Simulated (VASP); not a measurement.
Wanted: the native input for a VASP 6.6.1 run.

- Task: single point
- Functional: PBE
- Potentials or basis: VASP PAW PBE potentials, release 64 (Si, W_sv)
- Cutoff: 400 eV
- k mesh: 1 × 1 × 1, shifted
- Occupations: fermi-dirac, width 0.05 eV
- Spin: no spin polarisation
- Dipole correction: no
- Mended: yes
- Further INCAR settings: LREAL = Auto; ALGO = Normal; EDIFF = 1e-06; NBANDS = 111; ISYM = -1

The structure of Si5W3 lies in POSCAR:

```
Si5W3
1.0
    7.2041990000     -0.0818820000      0.0070510000
   -0.0818820000      7.4902340000      0.1623590000
    0.0070510000      0.1623590000      7.4951860000
Si W
15 9
Direct
    0.6625842920      0.8640353199      0.2663233718
    0.0280576362      0.7498412188      0.8657926161
    0.1806129682      0.7248900400      0.5498058455
    0.2231995082      0.1994452336      0.3421217955
    0.9732266582      0.0833490396      0.8105613806
    0.5271717002      0.7075745748      0.0196831422
    0.3224161633      0.8879445945      0.3187460388
    0.5340250446      0.8984160460      0.6192611709
    0.4761543428      0.0139091837      0.9311120971
    0.9703000848      0.8608584898      0.1965556679
    0.2392086165      0.2445796277     -0.0064964850
    0.6246853983      0.3339938360      0.0472502534
    0.0821516244      0.4132601124      0.5417549678
    0.6900971991      0.5688905067      0.7563949221
    0.9269241513      0.3432740510      0.2324382112
    0.1984737586      0.6144728975      0.1229352222
    0.4841605816      0.5529305779      0.3617762025
    0.9102051704      0.9806885777      0.5028454966
    0.3440394472      0.5308879104      0.7738650846
    0.8423261493      0.6057793751      0.4565627891
    0.9712235499      0.4197879885      0.8512768789
    0.6531382306      0.2240089742      0.7246511093
    0.2734122599      0.1791165083      0.6824689865
    0.5727683745      0.1828175772      0.3508890014
```

One way to write it, as run:

INCAR

```
PREC = Accurate ; ENCUT = 400
EDIFF = 1E-6 ; ISMEAR = -1
SIGMA = 0.05 ; LREAL = Auto
LASPH = True ; NELM = 120
ALGO = Normal ; ISIF = 2
LWAVE = False ; LCHARG = False
GGA = PE ; ISYM = -1
NBANDS = 111 ; GGA_COMPAT = False
```

KPOINTS

```
explicit points
1
Reciprocal
  0.25000000   0.25000000   0.25000000 1
```

Potentials or basis: VASP PAW PBE potentials, release 64 (Si, W_sv).

Run with:

```bash
$ cat potpaw_PBE.64/Si/POTCAR potpaw_PBE.64/W_sv/POTCAR > POTCAR
$ mpirun -np 1 vasp_std > vasp.out
```

Results of the run:

* Pressure: -6.6 GPa
* Largest force: 2.939 eV/Å

Caveat: the atoms stand as in a frame of molecular dynamics.

Run time: 59 s on 1 thread of AMD EPYC 9R45 96-Core Processor (Zen 5), with other jobs on the host, peak memory 0.3 GiB.
